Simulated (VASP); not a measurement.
# BN (P4_2/mnm) in VASP: a series of runs, part 2 of 2

VASP 6.6.1. Earlier steps stand in the parts before.

### Step 4. Single point, PBE

This run uses another cell than the first one, of 7.41 Å³/atom.

INCAR

```
  PREC = Accurate
  ENCUT = 520
  EDIFF = 1E-6
  ISMEAR = 0
  SIGMA = 0.05
  LREAL = F
  LASPH = T
  NELM = 60
  ALGO = Normal
  ISIF = 2
  LWAVE = F
  LCHARG = F
  GGA = PE
  NBANDS = 26
```

KPOINTS

```
Automatic mesh
0
Gamma
  6 6 10
```

POSCAR

```
BN
1.0
    4.5554000000      0.0000000000      0.0000000000
    0.0000000000      4.5554000000      0.0000000000
    0.0000000000      0.0000000000      2.8551000000
B N
4 4
Direct
    0.1742811368      0.8257188632      0.5000000000
    0.3257188632      0.3257188632      0.0000000000
    0.6742811368      0.6742811368      0.0000000000
    0.8257188632      0.1742811368      0.5000000000
    0.8126115048      0.8126115048      0.5000000000
    0.3126115048      0.6873884952      0.0000000000
    0.6873884952      0.3126115048      0.0000000000
    0.1873884952      0.1873884952      0.5000000000
```

Potentials or basis: VASP PAW PBE potentials, release 64 (B, N).

On the command line:

```bash
$ cat potpaw_PBE.64/B/POTCAR potpaw_PBE.64/N/POTCAR > POTCAR
$ mpirun -np 1 vasp_std > vasp.out
```

OUTCAR:

```text
PREC = Accurate
   ENCUT = 520
   EDIFF = 1E-6
   ISMEAR = 0
   LREAL = F
   LASPH = T
   NELM = 60
   ISIF = 2
   GGA = PE

 ion  position               nearest neighbor table
   1  0.174  0.826  0.500-   5 1.65   8 1.65   6 1.68   6 1.68
   2  0.326  0.326  0.000-   6 1.65   7 1.65   8 1.68   8 1.68
   3  0.674  0.674  0.000-   6 1.65   7 1.65   5 1.68   5 1.68
   4  0.826  0.174  0.500-   5 1.65   8 1.65   7 1.68   7 1.68
   5  0.813  0.813  0.500-   1 1.65   4 1.65   3 1.68   3 1.68
   6  0.313  0.687  0.000-   2 1.65   3 1.65   1 1.68   1 1.68
   7  0.687  0.313  0.000-   2 1.65   3 1.65   4 1.68   4 1.68
   8  0.187  0.187  0.500-   1 1.65   4 1.65   2 1.68   2 1.68

  LATTYP: Found a simple tetragonal cell.
 ALAT       =     4.5554000000
 C/A-ratio  =     0.6267506695

  Lattice vectors:

 A1 = (   4.5554000000,   0.0000000000,   0.0000000000)
 A2 = (   0.0000000000,   4.5554000000,   0.0000000000)
 A3 = (   0.0000000000,   0.0000000000,   2.8551000000)

Analysis of symmetry for initial positions (statically):
=====================================================================
[... 195 lines left out ...]
  band No.  band energies     occupation
      1     -13.3463      2.00000
      2      -9.7061      2.00000
      3      -9.7058      2.00000
      4      -9.7058      2.00000
      5      -3.3921      2.00000
      6      -2.6049      2.00000
[... 685 lines left out ...]
     25      14.6086      0.00000
     26      14.6086      0.00000

 [... further k-points ...]

------------------------ aborting loop because EDIFF is reached ----------------------------------------

  FORCE on cell =-STRESS in cart. coord.  units (eV):
  Direction    XX          YY          ZZ          XY          YZ          ZX
  --------------------------------------------------------------------------------------
  -------------------------------------------------------------------------------------
  Total      -10.1267938    -10.1267938    -28.2106711     -0.0000000      0.0000000      0.0000000
  in kB     -273.8471266   -273.8471266   -762.8684262     -0.0000000      0.0000000      0.0000000
  external PRESSURE =    -436.8542265 kB  Pullay stress =       0.0000000 kB

 VOLUME and BASIS-vectors are now :
 -----------------------------------------------------------------------------
  energy-cutoff  :      520.00
  volume of cell :       59.25
      direct lattice vectors                 reciprocal lattice vectors
     4.555400000  0.000000000  0.000000000     0.219519691  0.000000000  0.000000000
     0.000000000  4.555400000  0.000000000     0.000000000  0.219519691  0.000000000
     0.000000000  0.000000000  2.855100000     0.000000000  0.000000000  0.350250429

 POSITION                                       TOTAL-FORCE (eV/Angst)
 -----------------------------------------------------------------------------------
      0.79392      3.76148      1.42755        -0.250816      0.250816     -0.000000
      1.48378      1.48378      0.00000         0.250816      0.250816     -0.000000
      3.07162      3.07162      0.00000        -0.250816     -0.250816      0.000000
      3.76148      0.79392      1.42755         0.250816     -0.250816      0.000000
      3.70177      3.70177      1.42755         0.123474      0.123474      0.000000
      1.42407      3.13133      0.00000         0.123474     -0.123474     -0.000000
      3.13133      1.42407      0.00000        -0.123474      0.123474      0.000000
      0.85363      0.85363      1.42755        -0.123474     -0.123474     -0.000000
 -----------------------------------------------------------------------------------
    total drift:                                0.000000      0.000000      0.000000

  FREE ENERGIE OF THE ION-ELECTRON SYSTEM (eV)
  ---------------------------------------------------
  free  energy   TOTEN  =       -66.9596543972 eV

  energy  without entropy=      -66.9596543972  energy(sigma->0) =      -66.95965440
```

OSZICAR:

```text
N       E                     dE             d eps       ncg     rms          rms(c)
DAV:   1     0.108584849586E+03    0.10858E+03   -0.16298E+04  3120   0.117E+03
DAV:   2    -0.626753596452E+02   -0.17126E+03   -0.15968E+03  4224   0.262E+02
DAV:   3    -0.701504118423E+02   -0.74751E+01   -0.74214E+01  4260   0.516E+01
DAV:   4    -0.702174707963E+02   -0.67059E-01   -0.66962E-01  3942   0.522E+00
DAV:   5    -0.702185517652E+02   -0.10810E-02   -0.10801E-02  4272   0.630E-01    0.119E+01
DAV:   6    -0.670947862593E+02    0.31238E+01   -0.94798E+00  4014   0.169E+01    0.526E+00
DAV:   7    -0.669940873927E+02    0.10070E+00   -0.42585E-01  3804   0.405E+00    0.345E+00
DAV:   8    -0.669624495874E+02    0.31638E-01   -0.13615E-01  3720   0.221E+00    0.405E-01
DAV:   9    -0.669588602116E+02    0.35894E-02   -0.12224E-02  4080   0.747E-01    0.154E-01
DAV:  10    -0.669595529191E+02   -0.69271E-03   -0.17862E-03  3808   0.254E-01    0.586E-02
DAV:  11    -0.669596325953E+02   -0.79676E-04   -0.22983E-04  4020   0.947E-02    0.244E-02
DAV:  12    -0.669596531690E+02   -0.20574E-04   -0.31713E-05  3804   0.387E-02    0.638E-03
DAV:  13    -0.669596544589E+02   -0.12899E-05   -0.43033E-06  3914   0.141E-02    0.198E-03
DAV:  14    -0.669596543972E+02    0.61685E-07   -0.24144E-07  2160   0.394E-03
   1 F= -.66959654E+02 E0= -.66959654E+02  d E =-.258270E-13
```

stdout:

```text
POSCAR found type information on POSCAR B N
 POSCAR found :  2 types and       8 ions
 scaLAPACK will be used
 LDA part: xc-table for (Slater+PW92), standard interpolation
 POSCAR, INCAR and KPOINTS ok, starting setup
 FFT: planning ... GRIDC
 FFT: planning ... GRID_SOFT
 FFT: planning ... GRID
 WAVECAR not read
 entering main loop
```

Wall time 92 s (1 thread of Intel Xeon 8259CL, shared host); peak memory 0.21 GiB.

What came out:

| Quantity | Value |
| --- | --- |
| Free energy | -66.9597 eV |
| Pressure | -43.7 GPa |
| Largest force | 0.355 eV/Å |
| Band gap on the k mesh | 4.33 eV |

Forces in eV/Å, atoms in the order of the input:
```
B   -0.251  0.251  0.000
B    0.251  0.251  0.000
B   -0.251 -0.251  0.000
B    0.251 -0.251  0.000
N    0.123  0.123  0.000
N    0.123 -0.123  0.000
N   -0.123  0.123  0.000
N   -0.123 -0.123  0.000
```

Stress tensor (GPa, compression positive):
```
-27.38   0.00   0.00
  0.00 -27.38   0.00
  0.00   0.00 -76.29
```

Caveat: the cell stands under tension. A k mesh can miss the band edges.

### Step 5. Overview

| cell | gap on the mesh (eV) | pressure (GPa) | largest force (eV/Å) |
| --- | --- | --- | --- |
| a = 4.555, b = 4.555, c = 2.779 Å, 8 atoms | 4.79 | -39.2 | 0.17 |
| a = 4.522, b = 4.522, c = 2.855 Å, 8 atoms | 4.23 | -40.9 | 0.34 |
| a = 4.555, b = 4.555, c = 2.855 Å, 8 atoms | 4.33 | -43.7 | 0.35 |

Alike in all rows: task single point; level PBE; potentials or basis VASP PAW PBE potentials, release 64 (B, N); no spin polarisation; k mesh 6 × 6 × 10; cutoff (eV) 520; smearing gaussian 0.05 eV.

Caveats: the cell stands under tension.

Absolute energies hang on the potentials; compare differences alone.
